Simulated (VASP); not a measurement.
# Sr2Ir (Fm-3m) in VASP: further runs

Sr2Ir is run at these levels: LDA; tasks: single point.

Program: VASP 6.6.1. These are calculated values, not measurements. Logs are shortened: lines on timing, memory, paths and dates and some standing lists are left out, and cuts for length are marked.

### 1 The cell of the first run

The structure is cubic, space group Fm-3m (No. 225). Conventional cell: a = 7.224 Å, b = 7.224 Å, c = 7.224 Å, α = 90.00°, β = 90.00°, γ = 90.00°. Sr (site symmetry -43m) has 4 Ir at 3.13 Å and 6 Sr at 3.61 Å within 4.1 Å. Ir (site symmetry m-3m) has 8 Sr at 3.13 Å within 4.1 Å.

### 2 Single point, LDA

INCAR

```
  PREC = Accurate
  ENCUT = 520
  EDIFF = 1E-7
  ISMEAR = 1
  SIGMA = 0.15
  LREAL = F
  LASPH = T
  NELM = 80
  ALGO = Normal
  ISIF = 2
  LWAVE = F
  LCHARG = T
  LELF = T
  LVHAR = T
  NBANDS = 22
```

KPOINTS

```
regular mesh
0
Gamma
  7 7 7
```

POSCAR

```
Sr2Ir
1.0
    0.0000000000      3.6122277800      3.6122277800
    3.6122277800      0.0000000000      3.6122277800
    3.6122277800      3.6122277800      0.0000000000
Sr Ir
2 1
Direct
    0.7500000000      0.7500000000      0.7500000000
    0.2500000000      0.2500000000      0.2500000000
    0.0000000000      0.0000000000      0.0000000000
```

Potentials or basis: VASP PAW LDA potentials, release 64 (Sr_sv, Ir).

The run is started by

```
$ cat potpaw_LDA.64/Sr_sv/POTCAR potpaw_LDA.64/Ir/POTCAR > POTCAR
$ mpirun -np 1 vasp_std > vasp.out
```

OUTCAR:

```text
PREC = Accurate
   ENCUT = 520
   EDIFF = 1E-7
   ISMEAR = 1
   LREAL = F
   LASPH = T
   NELM = 80
   ISIF = 2

 ion  position               nearest neighbor table
   1  0.750  0.750  0.750-   3 3.13   3 3.13   3 3.13   3 3.13   2 3.61   2 3.61   2 3.61   2 3.61
                             2 3.61   2 3.61
   2  0.250  0.250  0.250-   3 3.13   3 3.13   3 3.13   3 3.13   1 3.61   1 3.61   1 3.61   1 3.61
                             1 3.61   1 3.61
   3  0.000  0.000  0.000-   1 3.13   1 3.13   1 3.13   2 3.13   2 3.13   2 3.13   1 3.13   2 3.13

  LATTYP: Found a face centered cubic cell.
 ALAT       =     7.2244555600

  Lattice vectors:

 A1 = (   0.0000000000,   3.6122277800,   3.6122277800)
 A2 = (   3.6122277800,   0.0000000000,   3.6122277800)
 A3 = (   3.6122277800,   3.6122277800,   0.0000000000)

Analysis of symmetry for initial positions (statically):
=====================================================================
 Subroutine PRICEL returns:
 Original cell was already a primitive cell.

 Routine SETGRP: Setting up the symmetry group for a
 face centered cubic supercell.

 Subroutine GETGRP returns: Found 48 space group operations
 (whereof 48 operations were pure point group operations)
 out of a pool of 48 trial point group operations.

The static configuration has the point symmetry O_h .

Analysis of symmetry for dynamics (positions and initial velocities):
=====================================================================
 Subroutine PRICEL returns:
 Original cell was already a primitive cell.

 Routine SETGRP: Setting up the symmetry group for a
 face centered cubic supercell.

 Subroutine GETGRP returns: Found 48 space group operations
 (whereof 48 operations were pure point group operations)
 out of a pool of 48 trial point group operations.

The dynamic configuration has the point symmetry O_h .

 Subroutine INISYM returns: Found 48 space group operations
 (whereof 48 operations are pure point group operations),
 and found     1 'primitive' translations

----------------------------------------------------------------------------------------

                                     Primitive cell

  volume of cell :      94.2661

  direct lattice vectors                    reciprocal lattice vectors
     0.000000000  3.612227780  3.612227780    -0.138418735  0.138418735  0.138418735
     3.612227780  0.000000000  3.612227780     0.138418735 -0.138418735  0.138418735
     3.612227780  3.612227780  0.000000000     0.138418735  0.138418735 -0.138418735

  length of vectors
     5.108461517  5.108461517  5.108461517     0.239748282  0.239748282  0.239748282

  position of ions in fractional coordinates (direct lattice)
     0.750000000  0.750000000  0.750000000
     0.250000000  0.250000000  0.250000000
     0.000000000  0.000000000  0.000000000

  ion indices of the primitive-cell ions
   primitive index   ion index
                 1           1
                 2           2
                 3           3

----------------------------------------------------------------------------------------

 KPOINTS: regular mesh

Automatic generation of k-mesh.
 Grid dimensions read from file:
 generate k-points for:    7    7    7

 Generating k-lattice:

  Cartesian coordinates                     Fractional coordinates (reciprocal lattice)
    -0.019774105  0.019774105  0.019774105     0.142857143  0.000000000  0.000000000
     0.019774105 -0.019774105  0.019774105     0.000000000  0.142857143  0.000000000
     0.019774105  0.019774105 -0.019774105     0.000000000  0.000000000  0.142857143

  Length of vectors
     0.034249755  0.034249755  0.034249755

  Shift w.r.t. Gamma in fractional coordinates (k-lattice)
     0.000000000  0.000000000  0.000000000

 Subroutine IBZKPT returns following result:
 ===========================================

 Found     20 irreducible k-points:

 Following reciprocal coordinates:
            Coordinates               Weight
  0.000000  0.000000  0.000000      1.000000
  0.142857  0.000000  0.000000      8.000000
  0.285714  0.000000  0.000000      8.000000
  0.428571  0.000000  0.000000      8.000000
  0.142857  0.142857  0.000000      6.000000
  0.285714  0.142857  0.000000     24.000000
[... 12 lines left out ...]
 -0.428571  0.428571  0.142857     24.000000
 -0.285714  0.428571  0.142857     24.000000
   k-points           NKPTS =     20   k-points in BZ     NKDIM =     20   number of bands    NBANDS=     22
   number of dos      NEDOS =    301   number of ions     NIONS =      3
   total plane-waves  NPLWV =  64000
   dimension x,y,z NGX =    40 NGY =   40 NGZ =   40
   dimension x,y,z NGXF=    80 NGYF=   80 NGZF=   80
   ions per type =               2   1
   NGX,Y,Z   is equivalent  to a cutoff of  13.02, 13.02, 13.02 a.u.
   NGXF,Y,Z  is equivalent  to a cutoff of  26.03, 26.03, 26.03 a.u.
 SYSTEM =  unknown system
   PREC   = accura    normal or accurate (medium, high low for compatibility)
   ISTART =      0    job   : 0-new  1-cont  2-samecut
   ICHARG =      2    charge: 1-file 2-atom 10-const
   ISPIN  =      1    spin polarized calculation?
   LNONCOLLINEAR =      F non collinear calculations
   LSORBIT =      F    spin-orbit coupling
   LASPH  =      T    aspherical Exc in radial PAW
   ENCUT  =  520.0 eV  38.22 Ry    6.18 a.u.   9.50  9.50  9.50*2*pi/ulx,y,z
   NELM   =     80;   NELMIN=  2; NELMDL= -5     # of ELM steps
   EDIFF  = 0.1E-06   stopping-criterion for ELM
   LREAL  =      F    real-space projection
   EDIFFG = 0.1E-05   stopping-criterion for IOM
   NSW    =      0    number of steps for IOM
   IBRION =     -1    ionic relax: 0-MD 1-quasi-New 2-CG
   NFREE  =      0    steps in history (QN), initial steepest desc. (CG)
   ISIF   =      2    stress and relaxation
   ISYM   =      2    0-nonsym 1-usesym 2-fastsym
   POTIM  = 0.5000    time-step for ionic-motion
   TEBEG  =    0.0;   TEEND  =   0.0 temperature during run
   PSTRESS=    0.0 pullay stress
   NELECT =      29.0000    total number of electrons
   NUPDOWN=      -1.0000    fix difference up-down
   EMIN   =  10.00;   EMAX   =-10.00  energy-range for DOS
   EFERMI =   0.00;   METHOD = LEGACY
   ISMEAR =     1;   SIGMA  =   0.15  broadening in eV -4-tet -1-fermi 0-gaus
   EFERMI_NEDOS =   21; number of points for ismear=-14 and -15
   IALGO  =     38    algorithm
   IMIX   =      4    mixing-type and parameters
     AMIX     =   0.40;   BMIX     =  1.00
     AMIX_MAG =   1.60;   BMIX_MAG =  1.00
  volume/ion in A,a.u.               =      31.42       212.05
  Fermi-wavevector in a.u.,A,eV,Ry     =   1.105153  2.088436 16.617652  1.221363
  Thomas-Fermi vector in A             =   2.241636
   LORBIT       =      0    0 simple, 1 ext, 2 COOP (PROOUT), +10 PAW based schemes
   GGA     = CA    functional components
   LHFCALC =     F    Hartree Fock is set to
   AEXX    =    0.0000 exact exchange contribution
   IVDW    =     0    specifies the selected vdW correction
   LEPSILON=     F    determine dielectric tensor
   LRPA    =     F    only Hartree local field effects (RPA)
 non-spin polarized calculation
 Methfessel and Paxton  Order N= 1 SIGMA  =   0.15
  energy-cutoff  :      520.00
  volume of cell :       94.27
 maximum number of plane-waves:      2637
 NGX is ok and might be reduce to    40
   NGX = 19   NGY = 19   NGZ = 19

 number of electron      29.0000000 magnetization

 Free energy of the ion-electron system (eV)
  ---------------------------------------------------
  ext. energy  EPLUGINS =         0.00000000
  ---------------------------------------------------
  free energy    TOTEN  =       -14.37445044 eV

  energy without entropy =      -14.37251468  energy(sigma->0) =      -14.37380519

 E-fermi :   2.6253     XC(G=0):  -9.4099

 val. band max:        2.6172907190   @ k =   0.4286   0.2857   0.1429
 cond. band min:       2.6289059509   @ k =   0.2857   0.1429   0.0000
 fundamental gap:      0.0116152319
 Fermi energy:         2.6253491626

 k-point     1 :       0.0000    0.0000    0.0000
  band No.  band energies     occupation
      1     -32.2244      2.00000
      2     -32.0961      2.00000
      3     -14.5568      2.00000
      4     -14.5568      2.00000
      5     -14.5568      2.00000
      6     -14.1366      2.00000
[... 14 lines left out ...]
     21       9.6357      0.00000
     22       9.6357      0.00000

 k-point     2 :       0.1429    0.0000    0.0000
  band No.  band energies     occupation
      1     -32.2177      2.00000
      2     -32.1023      2.00000
      3     -14.5389      2.00000
      4     -14.5378      2.00000
      5     -14.5378      2.00000
      6     -14.1709      2.00000
[... 14 lines left out ...]
     21       8.6229      0.00000
     22       9.0822      0.00000

 k-point     3 :       0.2857    0.0000    0.0000
  band No.  band energies     occupation
      1     -32.1992      2.00000
      2     -32.1197      2.00000
      3     -14.4920      2.00000
      4     -14.4837      2.00000
      5     -14.4837      2.00000
      6     -14.2536      2.00000
[... 14 lines left out ...]
     21       8.0454      0.00000
     22       8.0454      0.00000

 k-point     4 :       0.4286    0.0000    0.0000
  band No.  band energies     occupation
      1     -32.1732      2.00000
      2     -32.1449      2.00000
      3     -14.4287      2.00000
      4     -14.4035      2.00000
      5     -14.4035      2.00000
      6     -14.3445      2.00000
[... 14 lines left out ...]
     21       7.0740      0.00000
     22       7.0740      0.00000

 k-point     5 :       0.1429    0.1429    0.0000
  band No.  band energies     occupation
      1     -32.2158      2.00000
      2     -32.1040      2.00000
      3     -14.5675      2.00000
      4     -14.5675      2.00000
      5     -14.4633      2.00000
      6     -14.2543      2.00000
[... 317 lines left out ...]
 k-point    18 :      -0.4286    0.2857    0.1429
  band No.  band energies     occupation
      1     -32.1692      2.00000
      2     -32.1482      2.00000
      3     -14.6203      2.00000
      4     -14.5765      2.00000
      5     -14.4118      2.00000
      6     -14.3134      2.00000
[... 14 lines left out ...]
     21       6.8809      0.00000
     22       7.5538      0.00000

 k-point    19 :      -0.4286    0.4286    0.1429
  band No.  band energies     occupation
      1     -32.1734      2.00000
      2     -32.1435      2.00000
      3     -14.6809      2.00000
      4     -14.6289      2.00000
      5     -14.5169      2.00000
      6     -14.1998      2.00000
[... 14 lines left out ...]
     21       7.0573      0.00000
     22       7.2799      0.00000

 k-point    20 :      -0.2857    0.4286    0.1429
  band No.  band energies     occupation
      1     -32.1609      2.00000
      2     -32.1559      2.00000
      3     -14.6819      2.00000
      4     -14.6286      2.00000
      5     -14.4225      2.00000
      6     -14.3005      2.00000
[... 14 lines left out ...]
     21       7.0226      0.00000
     22       7.8497      0.00000

------------------------ aborting loop because EDIFF is reached ----------------------------------------

  FORCE on cell =-STRESS in cart. coord.  units (eV):
  Direction    XX          YY          ZZ          XY          YZ          ZX
  --------------------------------------------------------------------------------------
  -------------------------------------------------------------------------------------
  Total       -1.8415146     -1.8415146     -1.8415146      0.0000000      0.0000000     -0.0000000
  in kB      -31.2989932    -31.2989932    -31.2989932      0.0000000      0.0000000     -0.0000000
  external PRESSURE =     -31.2989932 kB  Pullay stress =       0.0000000 kB

 VOLUME and BASIS-vectors are now :
 -----------------------------------------------------------------------------
  energy-cutoff  :      520.00
  volume of cell :       94.27
      direct lattice vectors                 reciprocal lattice vectors
     0.000000000  3.612227780  3.612227780    -0.138418735  0.138418735  0.138418735
     3.612227780  0.000000000  3.612227780     0.138418735 -0.138418735  0.138418735
     3.612227780  3.612227780  0.000000000     0.138418735  0.138418735 -0.138418735

 POSITION                                       TOTAL-FORCE (eV/Angst)
 -----------------------------------------------------------------------------------
      5.41834      5.41834      5.41834         0.000000      0.000000      0.000000
      1.80611      1.80611      1.80611        -0.000000     -0.000000     -0.000000
      0.00000      0.00000      0.00000         0.000000      0.000000      0.000000
 -----------------------------------------------------------------------------------
    total drift:                               -0.000000     -0.000000      0.000000

  FREE ENERGIE OF THE ION-ELECTRON SYSTEM (eV)
  ---------------------------------------------------
  free  energy   TOTEN  =       -14.3744504420 eV

  energy  without entropy=      -14.3725146785  energy(sigma->0) =      -14.37380519
```

It took 21 s on 1 thread of Intel Xeon 6975P-C (Granite Rapids), shared host; peak memory 0.21 GiB.

What came out:

- Free energy: -14.3745 eV
- Pressure: -3.1 GPa

Caveat: spin-orbit coupling is left out, which moves the levels of the heavy elements.

(Part 1 of 2 ends here.)
